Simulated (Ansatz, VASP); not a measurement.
**KF in VASP and in Ansatz**

```xyz
2
Lattice="0.0501 2.6735 2.6735 2.7236 0.0000 2.7236 2.6735 2.6735 0.0501" Properties=species:S:1:pos:R:3 pbc="T T T"
K     0.0000    0.0000    0.0000
F     2.7236    2.6735    2.7236
```

Change from the starting cell: strain +0.0375 x Voigt [0, 0, 0, 0, 1, 0], atoms carried along.

Alike in both runs: task single point; functional r2SCAN; k mesh 8 × 8 × 8; occupations gaussian, width 0.05 eV; no spin polarisation.

|  | VASP | Ansatz |
| --- | --- | --- |
| version | VASP 6.6.1 | Ansatz 0.2.0 |
| potentials or method | VASP PAW PBE potentials, release 64 (K_sv, F), cutoff 520 eV | scalar-relativistic, plane waves, PAW |
| valence electrons in the cell | 16 | 16 |

|  | VASP | Ansatz | Ansatz less VASP |
| --- | --- | --- | --- |
| gap on the k mesh at the Fermi level (eV) | 6.80 | 6.80 | +0.001 |
| least direct gap on the mesh (eV) | 6.80 | 6.80 | +0.001 |
| pressure (GPa) | -0.6 | -0.6 | +0.05 |
| traceless stress, the component that is largest in VASP (GPa) | -0.47 | -0.48 | -0.004 |

VASP's potentials were made for PBE, not for r2SCAN.
